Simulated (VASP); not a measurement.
# Sb (Pm-3m) in VASP: notebook

Runs on Sb. Level: PBEsol. Tasks: single point, relaxation of cell and atoms.

Everything below comes from runs of VASP 6.6.1. Logs are shortened: lines on timing, memory, paths and dates and some standing lists are left out, and cuts for length are marked.

### 1 The cell of the first run

The structure is cubic, space group Pm-3m (No. 221). Conventional cell: a = 3.062 Å, b = 3.062 Å, c = 3.062 Å, α = 90.00°, β = 90.00°, γ = 90.00°. Within 4.0 Å of Sb (site symmetry m-3m) lie 6 Sb at 3.06 Å.

This isn't the form of Sb at room conditions, which is rhombohedral.

### 2 Single point, PBEsol

File INCAR:

```
SYSTEM = Sb
PREC = Accurate ; ENCUT = 520
EDIFF = 1E-7 ; ISMEAR = -1
SIGMA = 0.15 ; LREAL = .False.
LASPH = .True. ; NELM = 100
ALGO = Normal ; ISIF = 2
LWAVE = .False. ; LCHARG = .False.
GGA = PS ; NBANDS = 8
```

File KPOINTS:

```
regular mesh
0
Gamma
  16 16 16
  0 0 0
```

File POSCAR:

```
Sb
1.0
    3.0621676686      0.0000000000      0.0000000000
    0.0000000000      3.0621676686      0.0000000000
    0.0000000000      0.0000000000      3.0621676686
Sb
1
Direct
    0.0000000000      0.0000000000      0.0000000000
```

Potentials or basis: VASP PAW PBE potentials, release 64 (Sb).

On the command line:

```
cat potpaw_PBE.64/Sb/POTCAR > POTCAR
mpirun -np 1 vasp_std > vasp.out
```

OUTCAR:

```text
SYSTEM = Sb
   PREC = Accurate
   ENCUT = 520
   EDIFF = 1E-7
   ISMEAR = -1
   LREAL = .False.
   LASPH = .True.
   NELM = 100
   ISIF = 2
   GGA = PS

 ion  position               nearest neighbor table
   1  0.000  0.000  0.000-

  LATTYP: Found a simple cubic cell.
 ALAT       =     3.0621676686

  Lattice vectors:

 A1 = (   3.0621676686,   0.0000000000,   0.0000000000)
 A2 = (   0.0000000000,   3.0621676686,   0.0000000000)
 A3 = (   0.0000000000,   0.0000000000,   3.0621676686)

Analysis of symmetry for initial positions (statically):
=====================================================================
 Subroutine PRICEL returns:
 Original cell was already a primitive cell.

 Routine SETGRP: Setting up the symmetry group for a
 simple cubic supercell.

 Subroutine GETGRP returns: Found 48 space group operations
 (whereof 48 operations were pure point group operations)
 out of a pool of 48 trial point group operations.

The static configuration has the point symmetry O_h .

Analysis of symmetry for dynamics (positions and initial velocities):
=====================================================================
 Subroutine PRICEL returns:
 Original cell was already a primitive cell.

 Routine SETGRP: Setting up the symmetry group for a
 simple cubic supercell.

 Subroutine GETGRP returns: Found 48 space group operations
 (whereof 48 operations were pure point group operations)
 out of a pool of 48 trial point group operations.

The dynamic configuration has the point symmetry O_h .

 Subroutine INISYM returns: Found 48 space group operations
 (whereof 48 operations are pure point group operations),
 and found     1 'primitive' translations

----------------------------------------------------------------------------------------

                                     Primitive cell

  volume of cell :      28.7136

  direct lattice vectors                    reciprocal lattice vectors
     3.062167669  0.000000000  0.000000000     0.326566050  0.000000000  0.000000000
     0.000000000  3.062167669  0.000000000     0.000000000  0.326566050  0.000000000
     0.000000000  0.000000000  3.062167669     0.000000000  0.000000000  0.326566050

  length of vectors
     3.062167669  3.062167669  3.062167669     0.326566050  0.326566050  0.326566050

  position of ions in fractional coordinates (direct lattice)
     0.000000000  0.000000000  0.000000000

  ion indices of the primitive-cell ions
   primitive index   ion index
                 1           1

----------------------------------------------------------------------------------------

 KPOINTS: regular mesh

Automatic generation of k-mesh.
 Grid dimensions read from file:
 generate k-points for:   16   16   16

 Generating k-lattice:

  Cartesian coordinates                     Fractional coordinates (reciprocal lattice)
     0.020410378  0.000000000  0.000000000     0.062500000  0.000000000  0.000000000
     0.000000000  0.020410378  0.000000000     0.000000000  0.062500000  0.000000000
     0.000000000  0.000000000  0.020410378     0.000000000  0.000000000  0.062500000

  Length of vectors
     0.020410378  0.020410378  0.020410378

  Shift w.r.t. Gamma in fractional coordinates (k-lattice)
     0.000000000  0.000000000  0.000000000

 Subroutine IBZKPT returns following result:
 ===========================================

 Found    165 irreducible k-points:

 Following reciprocal coordinates:
            Coordinates               Weight
  0.000000  0.000000  0.000000      1.000000
  0.062500  0.000000  0.000000      6.000000
  0.125000  0.000000  0.000000      6.000000
  0.187500  0.000000  0.000000      6.000000
  0.250000  0.000000  0.000000      6.000000
  0.312500  0.000000  0.000000      6.000000
[... 16 lines left out ...]
  0.437500  0.125000  0.000000     24.000000
  0.500000  0.125000  0.000000     12.000000
 [... further k-points ...]
   k-points           NKPTS =    165   k-points in BZ     NKDIM =    165   number of bands    NBANDS=      8
   number of dos      NEDOS =    301   number of ions     NIONS =      1
   total plane-waves  NPLWV =  13824
   dimension x,y,z NGX =    24 NGY =   24 NGZ =   24
   dimension x,y,z NGXF=    48 NGYF=   48 NGZF=   48
   ions per type =               1
   NGX,Y,Z   is equivalent  to a cutoff of  13.03, 13.03, 13.03 a.u.
   NGXF,Y,Z  is equivalent  to a cutoff of  26.06, 26.06, 26.06 a.u.
 SYSTEM =  Sb
   PREC   = accura    normal or accurate (medium, high low for compatibility)
   ISTART =      0    job   : 0-new  1-cont  2-samecut
   ICHARG =      2    charge: 1-file 2-atom 10-const
   ISPIN  =      1    spin polarized calculation?
   LNONCOLLINEAR =      F non collinear calculations
   LSORBIT =      F    spin-orbit coupling
   LASPH  =      T    aspherical Exc in radial PAW
   ENCUT  =  520.0 eV  38.22 Ry    6.18 a.u.   5.69  5.69  5.69*2*pi/ulx,y,z
   NELM   =    100;   NELMIN=  2; NELMDL= -5     # of ELM steps
   EDIFF  = 0.1E-06   stopping-criterion for ELM
   LREAL  =      F    real-space projection
   EDIFFG = 0.1E-05   stopping-criterion for IOM
   NSW    =      0    number of steps for IOM
   IBRION =     -1    ionic relax: 0-MD 1-quasi-New 2-CG
   NFREE  =      0    steps in history (QN), initial steepest desc. (CG)
   ISIF   =      2    stress and relaxation
   ISYM   =      2    0-nonsym 1-usesym 2-fastsym
   POTIM  = 0.5000    time-step for ionic-motion
   TEBEG  =    0.0;   TEEND  =   0.0 temperature during run
   PSTRESS=    0.0 pullay stress
   NELECT =       5.0000    total number of electrons
   NUPDOWN=      -1.0000    fix difference up-down
   EMIN   =  10.00;   EMAX   =-10.00  energy-range for DOS
   EFERMI =   0.00;   METHOD = LEGACY
   ISMEAR =    -1;   SIGMA  =   0.15  broadening in eV -4-tet -1-fermi 0-gaus
   EFERMI_NEDOS =   21; number of points for ismear=-14 and -15
   IALGO  =     38    algorithm
   IMIX   =      4    mixing-type and parameters
     AMIX     =   0.40;   BMIX     =  1.00
     AMIX_MAG =   1.60;   BMIX_MAG =  1.00
  volume/ion in A,a.u.               =      28.71       193.77
  Fermi-wavevector in a.u.,A,eV,Ry     =   0.914189  1.727566 11.370947  0.835741
  Thomas-Fermi vector in A             =   2.038787
   LORBIT       =      0    0 simple, 1 ext, 2 COOP (PROOUT), +10 PAW based schemes
   GGA     = PS    functional components
   LHFCALC =     F    Hartree Fock is set to
   AEXX    =    0.0000 exact exchange contribution
   IVDW    =     0    specifies the selected vdW correction
   LEPSILON=     F    determine dielectric tensor
   LRPA    =     F    only Hartree local field effects (RPA)
 non-spin polarized calculation
  energy-cutoff  :      520.00
  volume of cell :       28.71
 maximum number of plane-waves:       804
 NGX is ok and might be reduce to    24
   NGX = 11   NGY = 11   NGZ = 11

 number of electron       4.9999999 magnetization

 Free energy of the ion-electron system (eV)
  ---------------------------------------------------
  ext. energy  EPLUGINS =         0.00000000
  ---------------------------------------------------
  free energy    TOTEN  =        -4.55095516 eV

  energy without entropy =       -4.51438972  energy(sigma->0) =       -4.53267244

 E-fermi :   7.4629     XC(G=0):  -9.9149

 val. band max:        7.4579927773   @ k =   0.1875   0.1875   0.1250
 cond. band min:       7.5558066147   @ k =   0.4375   0.2500   0.0000
 fundamental gap:      0.0978138374
 Fermi energy:         7.4628756075

 k-point     1 :       0.0000    0.0000    0.0000
  band No.  band energies     occupation
      1      -5.2261      2.00000
      2      10.8324      0.00000
      3      10.8324      0.00000
      4      10.8324      0.00000
      5      14.4646      0.00000
      6      14.4646      0.00000
      7      15.8475      0.00000
      8      25.4242      0.00000

 k-point     2 :       0.0625    0.0000    0.0000
  band No.  band energies     occupation
      1      -5.1670      2.00000
      2      10.0379      0.00000
      3      10.8914      0.00000
      4      10.8914      0.00000
      5      14.5105      0.00000
      6      14.9739      0.00000
      7      16.2567      0.00000
      8      24.8484      0.00000

 k-point     3 :       0.1250    0.0000    0.0000
  band No.  band energies     occupation
      1      -4.9910      2.00000
      2       8.5233      0.00170
      3      11.0654      0.00000
      4      11.0654      0.00000
      5      14.6480      0.00000
      6      15.4217      0.00000
      7      17.6888      0.00000
      8      23.8161      0.00000

 k-point     4 :       0.1875    0.0000    0.0000
  band No.  band energies     occupation
      1      -4.7017      2.00000
      2       6.9173      1.94868
      3      11.3439      0.00000
      4      11.3439      0.00000
      5      14.8754      0.00000
      6      15.7385      0.00000
      7      19.5539      0.00000
      8      22.7138      0.00000

 k-point     5 :       0.2500    0.0000    0.0000
  band No.  band energies     occupation
      1      -4.3080      2.00000
      2       5.3818      2.00000
      3      11.7074      0.00000
      4      11.7074      0.00000
      5      15.1889      0.00000
      6      16.1076      0.00000
      7      21.3473      0.00000
      8      21.6386      0.00000

 k-point     6 :       0.3125    0.0000    0.0000
  band No.  band energies     occupation
      1      -3.8293      2.00000
      2       3.9871      2.00000
      3      12.1221      0.00000
      4      12.1221      0.00000
      5      15.5793      0.00000
      6      16.5632      0.00000
      7      20.6527      0.00000
      8      20.6527      0.00000

 k-point     7 :       0.3750    0.0000    0.0000
  band No.  band energies     occupation
      1      -3.3106      2.00000
      2       2.8015      2.00000
      3      12.5316      0.00000
      4      12.5316      0.00000
      5      16.0221      0.00000
      6      17.1087      0.00000
      7      19.8272      0.00000
      8      19.8272      0.00000

 k-point     8 :       0.4375    0.0000    0.0000
  band No.  band energies     occupation
      1      -2.8555      2.00000
      2       1.9419      2.00000
      3      12.8491      0.00000
      4      12.8491      0.00000
      5      16.4448      0.00000
      6      17.7104      0.00000
      7      19.2572      0.00000
      8      19.2572      0.00000

 k-point     9 :       0.5000    0.0000    0.0000
  band No.  band energies     occupation
      1      -2.6589      2.00000
      2       1.6097      2.00000
      3      12.9720      0.00000
      4      12.9720      0.00000
      5      16.6478      0.00000
      6      18.0971      0.00000
      7      18.9707      0.00000
      8      19.0496      0.00000

 k-point    10 :       0.0625    0.0625    0.0000
  band No.  band energies     occupation
      1      -5.1080      2.00000
      2      10.0344      0.00000
      3      10.1605      0.00000
      4      10.9505      0.00000
      5      14.7667      0.00000
      6      15.4213      0.00000
      7      16.5127      0.00000
      8      24.1104      0.00000
[... 78 lines left out ...]
 k-point    18 :       0.1250    0.1250    0.0000
  band No.  band energies     occupation
      1      -4.7557      2.00000
      2       8.6191      0.00090
      3       8.8948      0.00014
      4      11.2990      0.00000
      5      15.1894      0.00000
      6      17.3088      0.00000
      7      18.1382      0.00000
      8      21.6622      0.00000

 k-point    19 :       0.1875    0.1250    0.0000
  band No.  band energies     occupation
      1      -4.4663      2.00000
      2       7.1368      1.79577
      3       9.0513      0.00005
      4      11.5784      0.00000
      5      15.4428      0.00000
      6      17.8007      0.00000
      7      19.3652      0.00000
      8      20.7517      0.00000

 k-point    20 :       0.2500    0.1250    0.0000
  band No.  band energies     occupation
      1      -4.0723      2.00000
      2       5.6063      1.99999
      3       9.4180      0.00000
      4      11.9431      0.00000
      5      15.7697      0.00000
      6      17.8043      0.00000
      7      19.2425      0.00000
      8      21.7066      0.00000

 k-point    21 :       0.3125    0.1250    0.0000
  band No.  band energies     occupation
      1      -3.5932      2.00000
      2       4.2127      2.00000
      3       9.8539      0.00000
      4      12.3592      0.00000
      5      16.1521      0.00000
      6      17.2381      0.00000
      7      19.1594      0.00000
      8      20.8241      0.00000

 k-point    22 :       0.3750    0.1250    0.0000
  band No.  band energies     occupation
      1      -3.0735      2.00000
      2       3.0269      2.00000
      3      10.3058      0.00000
      4      12.7706      0.00000
      5      16.1942      0.00000
      6      16.8805      0.00000
      7      19.3047      0.00000
      8      20.0015      0.00000

 k-point    23 :       0.4375    0.1250    0.0000
  band No.  band energies     occupation
      1      -2.6174      2.00000
      2       2.1663      2.00000
      3      10.6784      0.00000
      4      13.0899      0.00000
      5      15.6565      0.00000
      6      17.3189      0.00000
      7      19.0875      0.00000
      8      19.4324      0.00000

 k-point    24 :       0.5000    0.1250    0.0000
  band No.  band energies     occupation
      1      -2.4200      2.00000
      2       1.8335      2.00000
      3      10.8304      0.00000
      4      13.2137      0.00000
      5      15.4244      0.00000
      6      17.6283      0.00000
      7      18.7909      0.00000
      8      19.2250      0.00000

 [... further k-points ...]

------------------------ aborting loop because EDIFF is reached ----------------------------------------

  FORCE on cell =-STRESS in cart. coord.  units (eV):
  Direction    XX          YY          ZZ          XY          YZ          ZX
  --------------------------------------------------------------------------------------
  -------------------------------------------------------------------------------------
  Total        0.0206164      0.0206164      0.0206164      0.0000000      0.0000000      0.0000000
  in kB        1.1503687      1.1503687      1.1503687      0.0000000      0.0000000      0.0000000
  external PRESSURE =       1.1503687 kB  Pullay stress =       0.0000000 kB

 VOLUME and BASIS-vectors are now :
 -----------------------------------------------------------------------------
  energy-cutoff  :      520.00
  volume of cell :       28.71
      direct lattice vectors                 reciprocal lattice vectors
     3.062167669  0.000000000  0.000000000     0.326566050  0.000000000  0.000000000
     0.000000000  3.062167669  0.000000000     0.000000000  0.326566050  0.000000000
     0.000000000  0.000000000  3.062167669     0.000000000  0.000000000  0.326566050

 POSITION                                       TOTAL-FORCE (eV/Angst)
 -----------------------------------------------------------------------------------
      0.00000      0.00000      0.00000         0.000000      0.000000      0.000000
 -----------------------------------------------------------------------------------
    total drift:                               -0.000000      0.000000      0.000000

  FREE ENERGIE OF THE ION-ELECTRON SYSTEM (eV)
  ---------------------------------------------------
  free  energy   TOTEN  =        -4.5509551575 eV

  energy  without entropy=       -4.5143897229  energy(sigma->0) =       -4.53267244
```

It took 7.3 s on 1 thread of Intel Xeon 6975P-C (Granite Rapids), shared host; peak memory 0.15 GiB.

What came out:

```
Free energy            : -4.5510 eV
Pressure               : 0.1 GPa
Band gap on the k mesh : zero (an odd number of electrons rules out a gap without spin polarisation)
```

Caveat: the PAW data sets were made with another functional, which shifts forces and pressure a little; spin-orbit coupling is left out, which moves the levels of the heavy elements.

### 3 Relaxation of cell and atoms, PBEsol

File INCAR:

```
PREC = Accurate
ENCUT = 600
EDIFF = 1E-6
ISMEAR = -1
SIGMA = 0.15
LREAL = F
LASPH = T
NELM = 100
ALGO = Normal
ISIF = 3
LWAVE = F
LCHARG = F
GGA = PS
IBRION = 2
NSW = 80
EDIFFG = -0.001
```

File KPOINTS:

```
regular mesh
0
Gamma
  16 16 16
```

File POSCAR:

```
Sb
1.0
    3.0617437791      0.0000000000      0.0000000000
    0.0000000000      3.0617437791      0.0000000000
    0.0000000000      0.0000000000      3.0617437791
Sb
1
Direct
    0.0000000000      0.0000000000      0.0000000000
```

Potentials or basis: VASP PAW PBE potentials, release 64 (Sb).

On the command line:

```
cat potpaw_PBE.64/Sb/POTCAR > POTCAR
mpirun -np 1 vasp_std > vasp.out
```

It took 9.8 s on 1 thread of Intel Xeon 6975P-C (Granite Rapids), shared host; peak memory 0.15 GiB.

It converged, with:

```
Free energy                           : -4.5510 eV
Relaxed volume                        : 28.77 Å³/atom
Relaxed cell                          : a = 3.064 Å, b = 3.064 Å, c = 3.064 Å, α = 90.00°, β = 90.00°, γ = 90.00°
Space group after relaxing (to 0.1 Å) : Pm-3m (No. 221)
Energy gained by relaxing             : 0.0 meV/atom
Ionic steps                           : 3
Pressure after relaxing               : 0.0 GPa
Band gap on the k mesh                : zero (an odd number of electrons rules out a gap without spin polarisation)
```

Final structure:
```
Sb
1.0
     3.06403    0.00000    0.00000
     0.00000    3.06403    0.00000
     0.00000    0.00000    3.06403
Sb
1
Direct
  0.00000 0.00000 0.00000
```

Levels at points of the mesh, in eV from the Fermi level:
```
           k point  band 1  band 2  band 3  band 4  band 5  band 6
(0.00, 0.00, 0.00)  -12.67    3.36    3.36    3.36    7.00    7.00
(0.50, 0.00, 0.00)  -10.11   -5.84    5.50    5.50    9.18   10.63
(0.50, 0.50, 0.00)   -7.39   -3.69   -3.69    2.00    7.69   13.21
(0.50, 0.50, 0.50)   -4.32   -1.67   -1.67   -1.67    4.77    4.77
```

Caveat: the PAW data sets were made with another functional, which shifts forces and pressure a little; spin-orbit coupling is left out, which moves the levels of the heavy elements.
